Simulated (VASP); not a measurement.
# Sr3Ti2O3 (P6/mmm) in VASP: further runs, part 2 of 2

VASP 6.6.1.

**3. Relaxation of cell and atoms, PBE, collinear spin**

This run uses another cell than the first one, of 20.67 Å³/atom.

The input, INCAR:

```
ALGO = Normal ; EDIFF = 1E-6
EDIFFG = -0.08 ; ENCUT = 600
GGA = PE ; IBRION = 2
ISIF = 3 ; ISMEAR = 0
ISPIN = 2 ; LASPH = True
LCHARG = False ; LMAXMIX = 4
LORBIT = 11 ; LREAL = False
LWAVE = False ; MAGMOM = 0 0 0 1 1 0 0 0
NELM = 150 ; NSW = 36
PREC = Accurate ; SIGMA = 0.2
```

The input, KPOINTS:

```
k-points
0
Gamma
  3 3 3
```

The input, POSCAR:

```
Sr3Ti2O3
1.0
    5.9735349100      0.0000000000      0.0000000000
   -2.9867674500      5.1732329800      0.0000000000
    0.0000000000      0.0000000000      5.3515870700
Sr Ti O
3 2 3
Direct
    0.5000000000      0.0000000000      0.5000000000
    0.0000000000      0.5000000000      0.5000000000
    0.5000000000      0.5000000000      0.5000000000
    0.3333333300      0.6666666700      0.0000000000
    0.6666666700      0.3333333300      0.0000000000
    0.5000000000      0.0000000000      0.0000000000
    0.0000000000      0.5000000000      0.0000000000
    0.5000000000      0.5000000000      0.0000000000
```

Potentials or basis: VASP PAW PBE potentials, release 64 (Sr_sv, Ti_sv, O).

The run is started by

```sh
$ cat potpaw_PBE.64/Sr_sv/POTCAR potpaw_PBE.64/Ti_sv/POTCAR potpaw_PBE.64/O/POTCAR > POTCAR
$ mpirun -np 1 vasp_std > vasp.out
```

OUTCAR:

```text
EDIFF = 1E-6
   EDIFFG = -0.08
   ENCUT = 600
   GGA = PE
   IBRION = 2
   ISIF = 3
   ISMEAR = 0
   ISPIN = 2
   LASPH = True
   LORBIT = 11
   LREAL = False
   NELM = 150
   NSW = 36
   PREC = Accurate

 ion  position               nearest neighbor table
   1  0.500  0.000  0.500-   6 2.68   6 2.68   3 2.99   3 2.99   2 2.99   2 2.99   5 3.18   5 3.18
                             4 3.18   4 3.18
   2  0.000  0.500  0.500-   7 2.68   7 2.68   3 2.99   3 2.99   1 2.99   1 2.99   5 3.18   5 3.18
                             4 3.18   4 3.18
   3  0.500  0.500  0.500-   8 2.68   8 2.68   1 2.99   1 2.99   2 2.99   2 2.99   5 3.18   5 3.18
                             4 3.18   4 3.18
   4  0.333  0.667  0.000-   6 1.72   7 1.72   8 1.72   1 3.18   1 3.18   2 3.18   2 3.18   3 3.18
                             3 3.18
   5  0.667  0.333  0.000-   6 1.72   7 1.72   8 1.72   1 3.18   1 3.18   2 3.18   2 3.18   3 3.18
                             3 3.18
   6  0.500  0.000  0.000-   4 1.72   5 1.72   1 2.68   1 2.68
   7  0.000  0.500  0.000-   4 1.72   5 1.72   2 2.68   2 2.68
   8  0.500  0.500  0.000-   4 1.72   5 1.72   3 2.68   3 2.68

  LATTYP: Found a hexagonal cell.
 ALAT       =     5.9735349100
 C/A-ratio  =     0.8958827814

  Lattice vectors:

 A1 = (   5.9735349100,   0.0000000000,   0.0000000000)
 A2 = (  -2.9867674500,   5.1732329800,   0.0000000000)
 A3 = (   0.0000000000,   0.0000000000,   5.3515870700)

Analysis of symmetry for initial positions (statically):
=====================================================================
 Subroutine PRICEL returns:
 Original cell was already a primitive cell.

 Routine SETGRP: Setting up the symmetry group for a
 hexagonal supercell.

 Subroutine GETGRP returns: Found 24 space group operations
 (whereof 24 operations were pure point group operations)
 out of a pool of 24 trial point group operations.

The static configuration has the point symmetry D_6h.

Analysis of symmetry for dynamics (positions and initial velocities):
=====================================================================
 Subroutine PRICEL returns:
 Original cell was already a primitive cell.

 Routine SETGRP: Setting up the symmetry group for a
 hexagonal supercell.

 Subroutine GETGRP returns: Found 24 space group operations
 (whereof 24 operations were pure point group operations)
 out of a pool of 24 trial point group operations.

The dynamic configuration has the point symmetry D_6h.

Analysis of structural, dynamic, and magnetic symmetry:
=====================================================================
 Subroutine PRICEL returns:
 Original cell was already a primitive cell.

 Routine SETGRP: Setting up the symmetry group for a
 hexagonal supercell.

 Subroutine GETGRP returns: Found 24 space group operations
 (whereof 24 operations were pure point group operations)
 out of a pool of 24 trial point group operations.

The overall configuration has the point symmetry D_6h.

 Subroutine INISYM returns: Found 24 space group operations
 (whereof 24 operations are pure point group operations),
 and found     1 'primitive' translations

----------------------------------------------------------------------------------------

                                     Primitive cell

  volume of cell :     165.3774

  direct lattice vectors                    reciprocal lattice vectors
     5.973534910  0.000000000  0.000000000     0.167405065  0.096651359  0.000000000
    -2.986767450  5.173232980  0.000000000     0.000000000  0.193302719  0.000000000
     0.000000000  0.000000000  5.351587070     0.000000000  0.000000000  0.186860456

  length of vectors
     5.973534910  5.973534905  5.351587070     0.193302719  0.193302719  0.186860456

[... 63 lines left out ...]
 SYSTEM =  unknown system
   PREC   = accura    normal or accurate (medium, high low for compatibility)
   ISTART =      0    job   : 0-new  1-cont  2-samecut
   ICHARG =      2    charge: 1-file 2-atom 10-const
   ISPIN  =      2    spin polarized calculation?
   LNONCOLLINEAR =      F non collinear calculations
   LSORBIT =      F    spin-orbit coupling
   LASPH  =      T    aspherical Exc in radial PAW
   ENCUT  =  600.0 eV  44.10 Ry    6.64 a.u.  11.93 11.93 10.69*2*pi/ulx,y,z
   NELM   =    150;   NELMIN=  2; NELMDL= -5     # of ELM steps
   EDIFF  = 0.1E-05   stopping-criterion for ELM
   LREAL  =      F    real-space projection
   EDIFFG = -.8E-01   stopping-criterion for IOM
   NSW    =     36    number of steps for IOM
   IBRION =      2    ionic relax: 0-MD 1-quasi-New 2-CG
   NFREE  =      1    steps in history (QN), initial steepest desc. (CG)
   ISIF   =      3    stress and relaxation
   ISYM   =      2    0-nonsym 1-usesym 2-fastsym
   POTIM  = 0.5000    time-step for ionic-motion
   TEBEG  =    0.0;   TEEND  =   0.0 temperature during run
   PSTRESS=    0.0 pullay stress
   NELECT =      72.0000    total number of electrons
   NUPDOWN=      -1.0000    fix difference up-down
   EMIN   =  10.00;   EMAX   =-10.00  energy-range for DOS
   EFERMI =   0.00;   METHOD = LEGACY
   ISMEAR =     0;   SIGMA  =   0.20  broadening in eV -4-tet -1-fermi 0-gaus
   EFERMI_NEDOS =   21; number of points for ismear=-14 and -15
   IALGO  =     38    algorithm
   IMIX   =      4    mixing-type and parameters
     AMIX     =   0.40;   BMIX     =  1.00
     AMIX_MAG =   1.60;   BMIX_MAG =  1.00
  volume/ion in A,a.u.               =      20.67       139.50
  Fermi-wavevector in a.u.,A,eV,Ry     =   1.240777  2.344728 20.946536  1.539527
  Thomas-Fermi vector in A             =   2.375203
   LORBIT       =     11    0 simple, 1 ext, 2 COOP (PROOUT), +10 PAW based schemes
   GGA     = PE    functional components
   LHFCALC =     F    Hartree Fock is set to
   AEXX    =    0.0000 exact exchange contribution
   IVDW    =     0    specifies the selected vdW correction
   LEPSILON=     F    determine dielectric tensor
   LRPA    =     F    only Hartree local field effects (RPA)
 conjugate gradient relaxation of ions
 spin polarized calculation
 Gauss-broadening in eV      SIGMA  =   0.20
  energy-cutoff  :      600.00
  volume of cell :      165.38
 maximum number of plane-waves:      5574
 NGX is ok and might be reduce to    48
   NGX = 23   NGY = 23   NGZ = 21

--------------------------------------- Ionic step        1  -------------------------------------------

 number of electron      72.0000006 magnetization       0.0088329

 Free energy of the ion-electron system (eV)
  ---------------------------------------------------
  ext. energy  EPLUGINS =         0.00000000
  ---------------------------------------------------
  free energy    TOTEN  =       -42.30900649 eV

  energy without entropy =      -42.16467907  energy(sigma->0) =      -42.23684278

 E-fermi :   4.6127     XC(G=0):  -9.2045

 val. band max:        4.6034230959   @ k =   0.3333   0.0000   0.3333
 cond. band min:       4.6255991936   @ k =   0.0000   0.0000   0.3333
 fundamental gap:      0.0221760977
 Fermi energy:         4.6126622110

 spin component 1

 k-point     1 :       0.0000    0.0000    0.0000
  band No.  band energies     occupation
      1     -52.6820      1.00000
      2     -52.6647      1.00000
      3     -31.6696      1.00000
      4     -31.2164      1.00000
      5     -31.2164      1.00000
      6     -29.6787      1.00000
[... 771 lines left out ...]
--------------------------------------- Ionic step        6  -------------------------------------------

 number of electron      71.9999979 magnetization       0.0315418

 Free energy of the ion-electron system (eV)
  ---------------------------------------------------
  ext. energy  EPLUGINS =         0.00000000
  ---------------------------------------------------
  free energy    TOTEN  =       -46.49627131 eV

  energy without entropy =      -46.21548623  energy(sigma->0) =      -46.35587877

 E-fermi :   2.9317     XC(G=0):  -8.1101

 val. band max:        2.9296936973   @ k =   0.3333   0.0000   0.0000
 cond. band min:       2.9351416388   @ k =   0.3333   0.3333   0.0000
 fundamental gap:      0.0054479415
 Fermi energy:         2.9316505048

 spin component 1

 k-point     1 :       0.0000    0.0000    0.0000
  band No.  band energies     occupation
      1     -54.7465      1.00000
      2     -54.7440      1.00000
      3     -33.1426      1.00000
      4     -33.0215      1.00000
      5     -33.0215      1.00000
      6     -31.2568      1.00000
[... 591 lines left out ...]
  FREE ENERGIE OF THE ION-ELECTRON SYSTEM (eV)
  ---------------------------------------------------
  free  energy   TOTEN  =       -46.4962713062 eV

  energy  without entropy=      -46.2154862323  energy(sigma->0) =      -46.35587877

 reached required accuracy - stopping structural energy minimisation

 total charge

# of ion       s       p       d       tot
------------------------------------------
    1        2.050   5.730   0.317   8.097
    2        2.050   5.730   0.317   8.097
    3        2.050   5.730   0.317   8.097
    4        2.215   6.136   1.933  10.284
    5        2.215   6.136   1.933  10.284
    6        1.568   3.424   0.000   4.992
    7        1.568   3.424   0.000   4.992
    8        1.568   3.424   0.000   4.992
--------------------------------------------------
tot         15.285  39.735   4.817  59.837

 magnetization (x)

# of ion       s       p       d       tot
------------------------------------------
    1        0.000   0.000   0.002   0.002
    2        0.000   0.000   0.002   0.002
    3        0.000   0.000   0.002   0.002
    4        0.000   0.000   0.016   0.017
    5        0.000   0.000   0.016   0.017
    6       -0.000  -0.000   0.000  -0.000
    7       -0.000  -0.000   0.000  -0.000
    8       -0.000  -0.000   0.000  -0.000
--------------------------------------------------
tot          0.001   0.000   0.037   0.038
```

It took 21 min on 1 thread of AMD EPYC 7R13, shared host; peak memory 0.44 GiB.

What came out:

| Property | Result |
| --- | --- |
| Free energy | -46.4963 eV |
| Relaxed volume | 27.01 Å³/atom |
| Relaxed cell | a = 6.798 Å, b = 6.798 Å, c = 5.398 Å, α = 90.00°, β = 90.00°, γ = 120.00° |
| Space group after relaxing (to 0.1 Å) | P6/mmm (No. 191) |
| Energy gained by relaxing | 523.4 meV/atom |
| Ionic steps | 6 |
| Pressure after relaxing | 0.1 GPa |
| Band gap on the k mesh | zero (filled and empty bands overlap) |
| Net moment | 0.03 μB per cell |
| Valence electrons inside the program's atomic spheres | Sr 8.10; Ti 10.28; O 4.99 |

The path:
| step | energy change (eV) | largest force (eV/Å) | pressure (GPa) | volume (Å³) |
| --- | --- | --- | --- | --- |
| 1 | 0.0000 | 0.0000 | 26.75 | 165.38 |
| 2 | -3.0902 | 0.0000 | -6.63 | 260.63 |
| 3 | -4.1642 | 0.0000 | -0.01 | 218.19 |
| 4 | -4.1650 | 0.0000 | -0.41 | 219.73 |
| 5 | -4.1788 | 0.0000 | -0.25 | 218.25 |
| 6 | -4.1873 | 0.0000 | 0.06 | 216.07 |

Final structure:
```cif
data_structure
_symmetry_space_group_name_H-M 'P 1'
_symmetry_Int_Tables_number 1
_cell_length_a 6.7983
_cell_length_b 6.7983
_cell_length_c 5.3983
_cell_angle_alpha 90.000
_cell_angle_beta 90.000
_cell_angle_gamma 120.000
_cell_volume 216.07
loop_
_atom_site_label
_atom_site_type_symbol
_atom_site_fract_x
_atom_site_fract_y
_atom_site_fract_z
_atom_site_occupancy
Sr1 Sr 0.50000 0.00000 0.50000 1
Sr2 Sr 0.00000 0.50000 0.50000 1
Sr3 Sr 0.50000 0.50000 0.50000 1
Ti1 Ti 0.33333 0.66667 0.00000 1
Ti2 Ti 0.66667 0.33333 0.00000 1
O1 O 0.50000 0.00000 0.00000 1
O2 O 0.00000 0.50000 0.00000 1
O3 O 0.50000 0.50000 0.00000 1
```

Caveat: the k points lie up to 0.39 Å⁻¹ apart in the final cell; the volume moved by over 15 % at a fixed basis, so the end points are rough.

**4. Single point, PBE, collinear spin**

This run uses another cell than the first one, of 27.29 Å³/atom.

The input, INCAR:

```
SYSTEM = Sr3Ti2O3
ALGO     = Normal         ! electronic algorithm
EDIFF    = 1E-6           ! SCF threshold, eV
ENCUT    = 520            ! plane-wave cutoff, eV
GGA      = PE             ! functional
ISIF     = 2              ! what is computed and relaxed
ISMEAR   = 0              ! smearing method
ISPIN    = 2              ! spin polarisation
LASPH    = .TRUE.         ! aspherical terms in the spheres
LCHARG   = .FALSE.        ! write CHGCAR
LMAXMIX  = 4              ! l up to which the mixer works
LORBIT   = 11             ! projections on sites
LREAL    = .FALSE.        ! projectors in reciprocal space
LWAVE    = .FALSE.        ! write WAVECAR
MAGMOM   = 0.12 0.12 0.12 0.57 0.57 0 0 0 ! initial moments
NBANDS   = 50             ! bands
NELM     = 150            ! most SCF steps
PREC     = Accurate       ! precision mode
SIGMA    = 0.1            ! smearing width, eV
```

The input, KPOINTS:

```
k-points
0
G
  6 6 6
  0 0 0
```

The input, POSCAR:

```
Sr3Ti2O3
1.0
    6.8601837222      0.0000000000      0.0000000000
   -3.4300918611      5.9410933780      0.0000000000
    0.0000000000      0.0000000000      5.3564152208
Sr Ti O
3 2 3
Direct
    0.5000000000      0.0000000000      0.5000000000
    0.0000000000      0.5000000000      0.5000000000
    0.5000000000      0.5000000000      0.5000000000
    0.3333333333      0.6666666667      0.0000000000
    0.6666666667      0.3333333333      0.0000000000
    0.5000000000      0.0000000000      0.0000000000
    0.0000000000      0.5000000000      0.0000000000
    0.5000000000      0.5000000000      0.0000000000
```

The run is started by

```sh
$ cat potpaw_PBE.64/Sr_sv/POTCAR potpaw_PBE.64/Ti_sv/POTCAR potpaw_PBE.64/O/POTCAR > POTCAR
$ mpirun -np 1 vasp_std > vasp.out
```

Run time: 20 min. Hardware: 1 thread of Oxide Virtual Turin-like, shared host; peak memory 0.67 GiB.

Results (log left out):

```yaml
Free_energy: -46.5034 eV
Pressure: -0.5 GPa
Net_moment: -0.68 μB per cell
Site_moments: Sr -0.04; Ti +0.03; O -0.01 μB
Valence_electrons_inside_the_program's_atomic_spheres: Sr 8.09; Ti 10.26; O 4.98
```

Stress tensor (GPa, compression positive):
```
-0.81  0.00  0.00
 0.00 -0.81  0.00
 0.00  0.00  0.15
```

Levels at points of the mesh, in eV from the Fermi level:
Spin up:
```csv
k point,band 31,band 32,band 33,band 34,band 35,band 36,band 37,band 38,band 39,band 40
"(0.00, 0.00, 0.00)",-4.47,-3.79,-2.98,-0.50,-0.40,-0.40,-0.29,-0.14,0.10,0.10
"(0.50, 0.00, 0.00)",-4.55,-4.12,-2.08,-1.19,-0.14,-0.13,0.06,0.40,0.51,1.21
"(0.00, 0.00, 0.50)",-4.73,-3.85,-1.77,-1.47,-0.23,0.02,0.20,0.20,0.40,0.40
"(0.50, 0.00, 0.50)",-4.70,-4.20,-1.08,-0.80,-0.66,0.15,0.17,0.33,0.78,0.98
```
Spin down:
```
           k point  band 34  band 35  band 36  band 37  band 38  band 39
(0.00, 0.00, 0.00)    -1.02    -0.38    -0.38    -0.30    -0.17     0.03
(0.50, 0.00, 0.00)    -1.29    -0.20    -0.15    -0.10     0.08     0.31
(0.00, 0.00, 0.50)    -1.48    -0.52    -0.25     0.22     0.22     0.30
(0.50, 0.00, 0.50)    -0.93    -0.67    -0.35     0.18     0.32     0.72
```

**5. Summary**

| task | cell | k mesh | cutoff (eV) | smearing | gap on the mesh (eV) | pressure (GPa) | moment (μB) |
| --- | --- | --- | --- | --- | --- | --- | --- |
| single point | a = 6.792, b = 6.792, c = 5.417 Å, angles 90.0, 90.0, 120.0°, 8 atoms | 3 × 3 × 3 | 520 | gaussian 0.2 eV | none | 0.1 | 0.00 |
| relaxation of cell and atoms | relaxed from a = 5.974, b = 5.974, c = 5.352 Å, angles 90.0, 90.0, 120.0°, 8 atoms | 3 × 3 × 3 | 600 | gaussian 0.2 eV | none | 0.1 | 0.03 |
| single point | a = 6.860, b = 6.860, c = 5.356 Å, angles 90.0, 90.0, 120.0°, 8 atoms | 6 × 6 × 6 | 520 | gaussian 0.1 eV | none | -0.5 | 0.68 |

Alike in all rows: level PBE; potentials or basis VASP PAW PBE potentials, release 64 (Sr_sv, Ti_sv, O); spin collinear.

Caveats: some runs use coarse meshes; the volume moved by over 15 % at a fixed basis, so the end points are rough (at least some runs).

Absolute energies hang on the potentials; compare differences alone.
